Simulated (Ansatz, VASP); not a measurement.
One calculation of Si3C, two programs

```
Si C
1.0
     2.58272   -0.00032    0.00008
    -1.29164    2.23672   -0.00023
     0.00082   -0.00210   17.76462
Si C
6 2
Cartesian
  1.2911 2.2354 6.3211
  1.2918 2.2348 15.2028
  0.0009 -0.0011 8.8823
  0.0001 -0.0017 17.7645
  -0.0002 -0.0002 2.5617
  0.0011 -0.0018 11.4436
  0.0003 -0.0006 4.4414
  0.0007 -0.0014 13.3233
```

Change from the starting cell: cell x2, atoms moved at random (sigma 0.1 Å) and cell strained at random (1.5 %), then relaxed without symmetry.

Alike in both runs: functional PBE; k mesh 12 × 12 × 2; occupations gaussian, width 0.2 eV; no spin polarisation.

Ansatz relaxed the structure, and its values are those at the end. VASP's run is a single point on that final structure, the one shown.

|  | VASP | Ansatz |
| --- | --- | --- |
| version | VASP 6.6.1 | Ansatz 0.2.0 |
| potentials or method | VASP PAW PBE potentials, release 64 (Si, C), cutoff 520 eV | scalar-relativistic, plane waves, PAW |
| valence electrons in the cell | 32 | 32 |

|  | VASP | Ansatz | Ansatz less VASP |
| --- | --- | --- | --- |
| gap on the k mesh at the Fermi level (eV) | none | none | - |
| pressure (GPa) | -0.1 | 0.0 | +0.07 |

A gap of «none» marks a metal or a gap that the smearing closes.
